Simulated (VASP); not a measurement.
# C (Fd-3m) in VASP: notebook, part 2 of 2

VASP 6.6.1.

### 3 Single point, PBE

This run uses another cell than the first one, of 5.64 Å³/atom, 0.991 times its volume.

Input file INCAR:

```
PREC     = Accurate       # precision mode
ENCUT    = 600            # plane-wave cutoff, eV
EDIFF    = 1E-6           # SCF threshold, eV
ISMEAR   = 0              # smearing method
SIGMA    = 0.1            # smearing width, eV
LREAL    = False          # projectors in reciprocal space
LASPH    = True           # aspherical terms in the spheres
NELM     = 120            # most SCF steps
ALGO     = Normal         # electronic algorithm
ISIF     = 2              # what is computed and relaxed
LWAVE    = False          # write WAVECAR
LCHARG   = False          # write CHGCAR
GGA      = PE             # functional
NBANDS   = 11             # bands
GGA_COMPAT= False
```

Input file KPOINTS:

```
regular mesh
0
Gamma
  8 8 8
```

Input file POSCAR:

```
C
1.0
    0.0000000000      1.7803725545      1.7803725545
    1.7803725545      0.0000000000      1.7803725545
    1.7803725545      1.7803725545      0.0000000000
C
2
Direct
    0.5000000000      0.5000000000      0.5000000000
    0.7500000000      0.7500000000      0.7500000000
```

Potentials or basis: VASP PAW PBE potentials, release 64 (C).

Run with:

```sh
$ cat potpaw_PBE.64/C/POTCAR > POTCAR
$ mpirun -np 1 vasp_std > vasp.out
```

OUTCAR:

```text
PREC = Accurate
   ENCUT = 600
   EDIFF = 1E-6
   ISMEAR = 0
   LREAL = False
   LASPH = True
   NELM = 120
   ISIF = 2
   GGA = PE

 ion  position               nearest neighbor table
   1  0.500  0.500  0.500-   2 1.54   2 1.54   2 1.54   2 1.54
   2  0.750  0.750  0.750-   1 1.54   1 1.54   1 1.54   1 1.54

  LATTYP: Found a face centered cubic cell.
 ALAT       =     3.5607451090

  Lattice vectors:

 A1 = (   0.0000000000,   1.7803725545,   1.7803725545)
 A2 = (   1.7803725545,   0.0000000000,   1.7803725545)
 A3 = (   1.7803725545,   1.7803725545,   0.0000000000)

Analysis of symmetry for initial positions (statically):
=====================================================================
 Subroutine PRICEL returns:
 Original cell was already a primitive cell.

 Routine SETGRP: Setting up the symmetry group for a
 face centered cubic supercell.

 Subroutine GETGRP returns: Found 48 space group operations
 (whereof 24 operations were pure point group operations)
 out of a pool of 48 trial point group operations.

The static configuration has the point symmetry T_d .
 The point group associated with its full space group is O_h .

Analysis of symmetry for dynamics (positions and initial velocities):
=====================================================================
 Subroutine PRICEL returns:
 Original cell was already a primitive cell.

 Routine SETGRP: Setting up the symmetry group for a
 face centered cubic supercell.

 Subroutine GETGRP returns: Found 48 space group operations
 (whereof 24 operations were pure point group operations)
 out of a pool of 48 trial point group operations.

The dynamic configuration has the point symmetry T_d .
 The point group associated with its full space group is O_h .

 Subroutine INISYM returns: Found 48 space group operations
 (whereof 24 operations are pure point group operations),
 and found     1 'primitive' translations

----------------------------------------------------------------------------------------

                                     Primitive cell

  volume of cell :      11.2866

  direct lattice vectors                    reciprocal lattice vectors
     0.000000000  1.780372554  1.780372554    -0.280840096  0.280840096  0.280840096
     1.780372554  0.000000000  1.780372554     0.280840096 -0.280840096  0.280840096
     1.780372554  1.780372554  0.000000000     0.280840096  0.280840096 -0.280840096

  length of vectors
     2.517827013  2.517827013  2.517827013     0.486429316  0.486429316  0.486429316

  position of ions in fractional coordinates (direct lattice)
     0.500000000  0.500000000  0.500000000
     0.750000000  0.750000000  0.750000000

  ion indices of the primitive-cell ions
   primitive index   ion index
                 1           1
                 2           2

----------------------------------------------------------------------------------------

 KPOINTS: regular mesh

Automatic generation of k-mesh.
 Grid dimensions read from file:
 generate k-points for:    8    8    8

 Generating k-lattice:

  Cartesian coordinates                     Fractional coordinates (reciprocal lattice)
    -0.035105012  0.035105012  0.035105012     0.125000000  0.000000000  0.000000000
     0.035105012 -0.035105012  0.035105012     0.000000000  0.125000000  0.000000000
     0.035105012  0.035105012 -0.035105012     0.000000000  0.000000000  0.125000000

  Length of vectors
     0.060803664  0.060803664  0.060803664

  Shift w.r.t. Gamma in fractional coordinates (k-lattice)
     0.000000000  0.000000000  0.000000000

 Subroutine IBZKPT returns following result:
 ===========================================

 Found     29 irreducible k-points:

 Following reciprocal coordinates:
            Coordinates               Weight
  0.000000  0.000000  0.000000      1.000000
  0.125000  0.000000  0.000000      8.000000
  0.250000  0.000000  0.000000      8.000000
  0.375000  0.000000  0.000000      8.000000
  0.500000  0.000000  0.000000      4.000000
  0.125000  0.125000  0.000000      6.000000
[... 16 lines left out ...]
  0.500000  0.250000  0.125000     48.000000
 -0.375000  0.250000  0.125000     24.000000
 [... further k-points ...]
   k-points           NKPTS =     29   k-points in BZ     NKDIM =     29   number of bands    NBANDS=     11
   number of dos      NEDOS =    301   number of ions     NIONS =      2
   total plane-waves  NPLWV =   8000
   dimension x,y,z NGX =    20 NGY =   20 NGZ =   20
   dimension x,y,z NGXF=    40 NGYF=   40 NGZF=   40
   ions per type =               2
   NGX,Y,Z   is equivalent  to a cutoff of  13.21, 13.21, 13.21 a.u.
   NGXF,Y,Z  is equivalent  to a cutoff of  26.41, 26.41, 26.41 a.u.
 SYSTEM =  unknown system
   PREC   = accura    normal or accurate (medium, high low for compatibility)
   ISTART =      0    job   : 0-new  1-cont  2-samecut
   ICHARG =      2    charge: 1-file 2-atom 10-const
   ISPIN  =      1    spin polarized calculation?
   LNONCOLLINEAR =      F non collinear calculations
   LSORBIT =      F    spin-orbit coupling
   LASPH  =      T    aspherical Exc in radial PAW
   ENCUT  =  600.0 eV  44.10 Ry    6.64 a.u.   5.03  5.03  5.03*2*pi/ulx,y,z
   NELM   =    120;   NELMIN=  2; NELMDL= -5     # of ELM steps
   EDIFF  = 0.1E-05   stopping-criterion for ELM
   LREAL  =      F    real-space projection
   EDIFFG = 0.1E-04   stopping-criterion for IOM
   NSW    =      0    number of steps for IOM
   IBRION =     -1    ionic relax: 0-MD 1-quasi-New 2-CG
   NFREE  =      0    steps in history (QN), initial steepest desc. (CG)
   ISIF   =      2    stress and relaxation
   ISYM   =      2    0-nonsym 1-usesym 2-fastsym
   POTIM  = 0.5000    time-step for ionic-motion
   TEBEG  =    0.0;   TEEND  =   0.0 temperature during run
   PSTRESS=    0.0 pullay stress
   NELECT =       8.0000    total number of electrons
   NUPDOWN=      -1.0000    fix difference up-down
   EMIN   =  10.00;   EMAX   =-10.00  energy-range for DOS
   EFERMI =   0.00;   METHOD = LEGACY
   ISMEAR =     0;   SIGMA  =   0.10  broadening in eV -4-tet -1-fermi 0-gaus
   EFERMI_NEDOS =   21; number of points for ismear=-14 and -15
   IALGO  =     38    algorithm
   IMIX   =      4    mixing-type and parameters
     AMIX     =   0.40;   BMIX     =  1.00
     AMIX_MAG =   1.60;   BMIX_MAG =  1.00
  volume/ion in A,a.u.               =       5.64        38.08
  Fermi-wavevector in a.u.,A,eV,Ry     =   1.459656  2.758350 28.988525  2.130596
  Thomas-Fermi vector in A             =   2.576198
   LORBIT       =      0    0 simple, 1 ext, 2 COOP (PROOUT), +10 PAW based schemes
   GGA     = PE    functional components
   LHFCALC =     F    Hartree Fock is set to
   AEXX    =    0.0000 exact exchange contribution
   IVDW    =     0    specifies the selected vdW correction
   LEPSILON=     F    determine dielectric tensor
   LRPA    =     F    only Hartree local field effects (RPA)
 non-spin polarized calculation
 Gauss-broadening in eV      SIGMA  =   0.10
  energy-cutoff  :      600.00
  volume of cell :       11.29
 maximum number of plane-waves:       388
   NGX =  9   NGY =  9   NGZ =  9

 number of electron       7.9999999 magnetization

 Free energy of the ion-electron system (eV)
  ---------------------------------------------------
  ext. energy  EPLUGINS =         0.00000000
  ---------------------------------------------------
  free energy    TOTEN  =       -18.18798502 eV

  energy without entropy =      -18.18798502  energy(sigma->0) =      -18.18798502

 E-fermi :  10.2190     XC(G=0): -13.2759

 val. band max:        9.8020525775   @ k =   0.0000   0.0000   0.0000
 cond. band min:      13.9457941403   @ k =   0.3750   0.3750   0.0000
 fundamental gap:      4.1437415629
 Fermi energy:        10.2189576280

 k-point     1 :       0.0000    0.0000    0.0000
  band No.  band energies     occupation
      1     -11.7425      2.00000
      2       9.8021      2.00000
      3       9.8021      2.00000
      4       9.8021      2.00000
      5      15.4061      0.00000
      6      15.4061      0.00000
      7      15.4061      0.00000
      8      23.2492      0.00000
      9      29.1616      0.00000
     10      36.3934      0.00000
     11      36.3934      0.00000
[... 309 lines left out ...]
 k-point    24 :      -0.3750    0.2500    0.1250
  band No.  band energies     occupation
      1      -4.9247      2.00000
      2      -2.6110      2.00000
      3       3.4661      2.00000
      4       5.0904      2.00000
      5      18.1180      0.00000
      6      19.2940      0.00000
      7      22.9217      0.00000
      8      24.7285      0.00000
      9      28.1712      0.00000
     10      33.8041      0.00000
     11      36.2069      0.00000

 [... further k-points ...]
[... 5 lines left out ...]
  --------------------------------------------------------------------------------------
  -------------------------------------------------------------------------------------
  Total        0.2841376      0.2841376      0.2841376      0.0000000      0.0000000      0.0000000
  in kB       40.3344934     40.3344934     40.3344934      0.0000000      0.0000000      0.0000000
  external PRESSURE =      40.3344934 kB  Pullay stress =       0.0000000 kB

 VOLUME and BASIS-vectors are now :
 -----------------------------------------------------------------------------
  energy-cutoff  :      600.00
  volume of cell :       11.29
      direct lattice vectors                 reciprocal lattice vectors
     0.000000000  1.780372554  1.780372554    -0.280840096  0.280840096  0.280840096
     1.780372554  0.000000000  1.780372554     0.280840096 -0.280840096  0.280840096
     1.780372554  1.780372554  0.000000000     0.280840096  0.280840096 -0.280840096

 POSITION                                       TOTAL-FORCE (eV/Angst)
 -----------------------------------------------------------------------------------
      1.78037      1.78037      1.78037        -0.000000     -0.000000     -0.000000
      2.67056      2.67056      2.67056         0.000000      0.000000      0.000000
 -----------------------------------------------------------------------------------
    total drift:                               -0.000000     -0.000000      0.000000

  FREE ENERGIE OF THE ION-ELECTRON SYSTEM (eV)
  ---------------------------------------------------
  free  energy   TOTEN  =       -18.1879850202 eV

  energy  without entropy=      -18.1879850202  energy(sigma->0) =      -18.18798502
```

Wall time 7.8 s (1 thread of Intel Xeon 8259CL, shared host); peak memory 0.12 GiB.

What came out:

```yaml
Free_energy: -18.1880 eV
Pressure: 4.0 GPa
Band_gap_on_the_k_mesh: 4.14 eV, indirect (least direct gap 5.60 eV)
```

### 4 Single point, PBE

Input file INCAR:

```
SYSTEM = C
PREC = Accurate ; ENCUT = 600
EDIFF = 1E-6 ; ISMEAR = 0
SIGMA = 0.1 ; LREAL = .False.
LASPH = .True. ; NELM = 120
ALGO = Normal ; ISIF = 2
LWAVE = .False. ; LCHARG = .False.
GGA = PE ; NBANDS = 11
GGA_COMPAT = .False.
```

Input file KPOINTS:

```
Automatic mesh
0
Gamma
  8 8 8
  0 0 0
```

Input file POSCAR:

```
C
1.0
    0.0000000000      1.7856488529      1.7856488529
    1.7856488529      0.0000000000      1.7856488529
    1.7856488529      1.7856488529      0.0000000000
C
2
Direct
    0.5000000000      0.5000000000      0.5000000000
    0.7500000000      0.7500000000      0.7500000000
```

Potentials or basis: VASP PAW PBE potentials, release 64 (C).

Run with:

```sh
$ cat potpaw_PBE.64/C/POTCAR > POTCAR
$ mpirun -np 1 vasp_std > vasp.out
```

OUTCAR:

```text
SYSTEM = C
   PREC = Accurate
   ENCUT = 600
   EDIFF = 1E-6
   ISMEAR = 0
   LREAL = .False.
   LASPH = .True.
   NELM = 120
   ISIF = 2
   GGA = PE

 ion  position               nearest neighbor table
   1  0.500  0.500  0.500-   2 1.55   2 1.55   2 1.55   2 1.55
   2  0.750  0.750  0.750-   1 1.55   1 1.55   1 1.55   1 1.55

  LATTYP: Found a face centered cubic cell.
 ALAT       =     3.5712977058

  Lattice vectors:

 A1 = (   0.0000000000,   1.7856488529,   1.7856488529)
 A2 = (   1.7856488529,   0.0000000000,   1.7856488529)
 A3 = (   1.7856488529,   1.7856488529,   0.0000000000)

Analysis of symmetry for initial positions (statically):
=====================================================================
 Subroutine PRICEL returns:
 Original cell was already a primitive cell.

 Routine SETGRP: Setting up the symmetry group for a
 face centered cubic supercell.

 Subroutine GETGRP returns: Found 48 space group operations
 (whereof 24 operations were pure point group operations)
 out of a pool of 48 trial point group operations.

The static configuration has the point symmetry T_d .
[... 172 lines left out ...]
      1     -11.7516      2.00000
      2       9.6736      2.00000
      3       9.6736      2.00000
      4       9.6736      2.00000
      5      15.2532      0.00000
      6      15.2532      0.00000
      7      15.2532      0.00000
      8      22.9172      0.00000
      9      28.9195      0.00000
     10      36.1675      0.00000
     11      36.1675      0.00000
[... 309 lines left out ...]
 k-point    24 :      -0.3750    0.2500    0.1250
  band No.  band energies     occupation
      1      -4.9900      2.00000
      2      -2.6525      2.00000
      3       3.3780      2.00000
      4       5.0038      2.00000
      5      17.9605      0.00000
      6      19.0888      0.00000
      7      22.6733      0.00000
      8      24.4916      0.00000
      9      27.9640      0.00000
     10      33.5117      0.00000
     11      35.9520      0.00000

 [... further k-points ...]

------------------------ aborting loop because EDIFF is reached ----------------------------------------

  FORCE on cell =-STRESS in cart. coord.  units (eV):
  Direction    XX          YY          ZZ          XY          YZ          ZX
  --------------------------------------------------------------------------------------
  -------------------------------------------------------------------------------------
  Total        0.0069446      0.0069446      0.0069446      0.0000000      0.0000000     -0.0000000
  in kB        0.9771078      0.9771078      0.9771078      0.0000000      0.0000000     -0.0000000
  external PRESSURE =       0.9771078 kB  Pullay stress =       0.0000000 kB

 VOLUME and BASIS-vectors are now :
 -----------------------------------------------------------------------------
  energy-cutoff  :      600.00
  volume of cell :       11.39
      direct lattice vectors                 reciprocal lattice vectors
     0.000000000  1.785648853  1.785648853    -0.280010260  0.280010260  0.280010260
     1.785648853  0.000000000  1.785648853     0.280010260 -0.280010260  0.280010260
     1.785648853  1.785648853  0.000000000     0.280010260  0.280010260 -0.280010260

 POSITION                                       TOTAL-FORCE (eV/Angst)
 -----------------------------------------------------------------------------------
      1.78565      1.78565      1.78565         0.000000      0.000000      0.000000
      2.67847      2.67847      2.67847        -0.000000     -0.000000     -0.000000
 -----------------------------------------------------------------------------------
    total drift:                                0.000000     -0.000000      0.000000

  FREE ENERGIE OF THE ION-ELECTRON SYSTEM (eV)
  ---------------------------------------------------
  free  energy   TOTEN  =       -18.1897503688 eV

  energy  without entropy=      -18.1897503688  energy(sigma->0) =      -18.18975037
```

OSZICAR:

```text
N       E                     dE             d eps       ncg     rms          rms(c)
DAV:   1     0.247426261955E+01    0.24743E+01   -0.48928E+03   670   0.769E+02
DAV:   2    -0.184332437691E+02   -0.20908E+02   -0.20118E+02   820   0.138E+02
DAV:   3    -0.188196192518E+02   -0.38638E+00   -0.38581E+00   752   0.140E+01
DAV:   4    -0.188202362567E+02   -0.61700E-03   -0.61700E-03   680   0.700E-01
DAV:   5    -0.188202370318E+02   -0.77511E-06   -0.77508E-06   734   0.235E-02    0.550E+00
DAV:   6    -0.183471542678E+02    0.47308E+00   -0.24730E-01   653   0.350E+00    0.328E+00
DAV:   7    -0.181878948871E+02    0.15926E+00   -0.30331E-01   677   0.393E+00    0.743E-01
DAV:   8    -0.181896896156E+02   -0.17947E-02   -0.85127E-03   656   0.690E-01    0.434E-02
DAV:   9    -0.181897298115E+02   -0.40196E-04   -0.61966E-05   754   0.635E-02    0.241E-02
DAV:  10    -0.181897503025E+02   -0.20491E-04   -0.15644E-05   674   0.348E-02    0.524E-03
DAV:  11    -0.181897503688E+02   -0.66283E-07   -0.24959E-07   564   0.457E-03
   1 F= -.18189750E+02 E0= -.18189750E+02  d E =-.228673E-11
```

stdout:

```text
POSCAR found type information on POSCAR C
 POSCAR found :  1 types and       2 ions
 scaLAPACK will be used
 LDA part: xc-table for (Slater+PW92), standard interpolation
 POSCAR, INCAR and KPOINTS ok, starting setup
 FFT: planning ... GRIDC
 FFT: planning ... GRID_SOFT
 FFT: planning ... GRID
 WAVECAR not read
 entering main loop
```

Run time: 9 s. Hardware: 1 thread of Intel Xeon 8259CL, shared host; peak memory 0.12 GiB.

What came out:

```
Free energy            : -18.1898 eV
Pressure               : 0.1 GPa
Band gap on the k mesh : 4.12 eV, indirect (least direct gap 5.58 eV)
```

Levels at points of the mesh, in eV from the valence-band top:
```tsv
k point	band 1	band 2	band 3	band 4	band 5	band 6	band 7	band 8	band 9
(0.00, 0.00, 0.00)	-21.43	0.00	0.00	0.00	5.58	5.58	5.58	13.24	19.25
(0.50, 0.00, 0.00)	-15.67	-13.33	-2.79	-2.79	8.44	8.44	8.80	15.66	21.83
(0.50, 0.50, 0.00)	-12.74	-12.74	-6.28	-6.28	4.75	4.75	16.75	16.75	23.15
```

### 5 Relaxation of cell and atoms, PBE

This run uses another cell than the first one, of 5.64 Å³/atom, 0.991 times its volume.

Input file INCAR:

```
SYSTEM = C
PREC = Accurate
ENCUT = 600
EDIFF = 1E-7
ISMEAR = 0
SIGMA = 0.1
LREAL = .FALSE.
LASPH = .TRUE.
NELM = 120
ALGO = Normal
ISIF = 3
LWAVE = .FALSE.
LCHARG = .FALSE.
GGA = PE
IBRION = 2
NSW = 90
EDIFFG = -0.04
GGA_COMPAT = .FALSE.
NELMIN = 4
```

Input file KPOINTS:

```
Automatic mesh
0
G
  8 8 8
  0 0 0
```

Input file POSCAR:

```
C
1.0
    0.0000000000      1.7803725545      1.7803725545
    1.7803725545      0.0000000000      1.7803725545
    1.7803725545      1.7803725545      0.0000000000
C
2
Direct
    0.5000000000      0.5000000000      0.5000000000
    0.7500000000      0.7500000000      0.7500000000
```

Run with:

```sh
$ cat potpaw_PBE.64/C/POTCAR > POTCAR
$ mpirun -np 1 vasp_std > vasp.out
```

Run time: 14 s. Hardware: 1 thread of Intel Xeon 8259CL, shared host; peak memory 0.11 GiB.

The run converged. Its results:

| Property | Result |
| --- | --- |
| Free energy | -18.1893 eV |
| Relaxed volume | 5.70 Å³/atom |
| Relaxed cell | a = 2.526 Å, b = 2.526 Å, c = 2.526 Å, α = 60.00°, β = 60.00°, γ = 60.00° |
| Space group after relaxing (to 0.05 Å) | Fd-3m (No. 227) |
| Energy gained by relaxing | 0.6 meV/atom |
| Ionic steps | 3 |
| Pressure after relaxing | 0.0 GPa |
| Band gap on the k mesh | 4.12 eV, indirect (least direct gap 5.58 eV) |

The path:
```csv
step,energy change (eV),largest force (eV/Å),pressure (GPa),volume (Å³)
1,0.0000,0.0000,4.04,11.29
2,0.0007,0.0000,-4.80,11.52
3,-0.0013,0.0000,0.00,11.39
```

Final structure:
```xyz
2
Lattice="0.0000 1.7858 1.7858 1.7858 0.0000 1.7858 1.7858 1.7858 0.0000" Properties=species:S:1:pos:R:3 pbc="T T T"
C     1.7858    1.7858    1.7858
C     2.6787    2.6787    2.6787
```

Levels at points of the mesh, in eV from the valence-band top:
```tsv
k point	band 1	band 2	band 3	band 4	band 5	band 6	band 7	band 8
(0.00, 0.00, 0.00)	-21.42	0.00	0.00	0.00	5.58	5.58	5.58	13.24
(0.50, 0.00, 0.00)	-15.67	-13.33	-2.79	-2.79	8.44	8.44	8.79	15.66
(0.50, 0.50, 0.00)	-12.74	-12.74	-6.27	-6.27	4.75	4.75	16.74	16.74
```

### 6 Summary

| task | cell | k mesh | smearing | gap on the mesh (eV) | pressure (GPa) |
| --- | --- | --- | --- | --- | --- |
| relaxation of cell and atoms | relaxed from a = 2.525 Å, angles 60.0°, 2 atoms | 12 × 12 × 12 | gaussian 0.02 eV | 4.14 | 0.1 |
| single point | a = 2.518 Å, angles 60.0°, 2 atoms | 8 × 8 × 8 | gaussian 0.1 eV | 4.14 | 4.0 |
| single point | a = 2.525 Å, angles 60.0°, 2 atoms | 8 × 8 × 8 | gaussian 0.1 eV | 4.12 | 0.1 |
| relaxation of cell and atoms | relaxed from a = 2.518 Å, angles 60.0°, 2 atoms | 8 × 8 × 8 | gaussian 0.1 eV | 4.12 | 0.0 |

Alike in all rows: level PBE; potentials or basis VASP PAW PBE potentials, release 64 (C); no spin polarisation; cutoff (eV) 600.

Caveats: the relaxation stopped at its first step, so nothing moved (some runs).

Total energies depend on the potentials used, so only differences within one code and one set of settings carry meaning.
